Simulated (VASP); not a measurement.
Runs of VASP 6.6.1 on W. The structure is that of space group Im-3m (No. 229), or close to it. The cells are those of the table. 

```csv
cell,gap on the mesh (eV),pressure (GPa)
"a = 2.712 Å, angles 108.1, 112.2, 108.1°, 1 atom",none,18.6
"a = 2.804 Å, angles 110.8, 106.8, 110.8°, 1 atom",none,(a)
"a = 2.734 Å, angles 108.8, 110.8, 108.8°, 1 atom",none,8.8
"a = 2.780 Å, angles 110.1, 108.1, 110.1°, 1 atom",none,-6.6
```

Alike in all rows: task single point; level PBE; potentials or basis VASP PAW PBE potentials, release 64 (W_sv); no spin polarisation; k mesh 26 × 26 × 26; cutoff (eV) 500; smearing gaussian 0.15 eV.

Q: Fill in the values left out.

A: (a) -12.7.

Caveats: spin-orbit coupling is left out, which moves the levels of the heavy elements; the cell stands under pressure (at least some runs); the cell stands under tension (at least some runs).

A k mesh can miss the band edges, and the runs leave out spin-orbit coupling on W.

A gap of «none» marks levels without a gap at the run's occupations.
